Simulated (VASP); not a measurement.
The system is NaH.

```xyz
2
Lattice="0.0000 2.3975 2.3975 2.3975 0.0000 2.3975 2.3975 2.3975 0.0000" Properties=species:S:1:pos:R:3 pbc="T T T"
Na    0.0000    0.0000    0.0000
H     2.3975    2.3975    2.3975
```

Base run:

| Quantity | Value |
| --- | --- |
| Program | VASP 6.6.1 |
| Functional | HF |
| Potentials or basis | VASP PAW PBE potentials, release 64 (Na_pv, H) |
| Cutoff | 520 eV |
| k mesh | 6 × 6 × 6 |
| Occupations | gaussian, width 0.01 eV |
| Spin | no spin polarisation |

Its results: band gap on the k mesh 11.76 eV (least direct gap 12.78 eV); pressure 2.0 GPa.

**Question.** The run is repeated on the same cell with these changes: functional from HF to PBE0; share of exact exchange from 1 to 0.25. What comes out?

**Answer.** Band gap on the k mesh 5.63 eV (least direct gap 6.56 eV); pressure 0.2 GPa.

Caveats: the PAW data sets were made with another functional, which shifts forces and pressure a little.

A k mesh can miss the band edges.
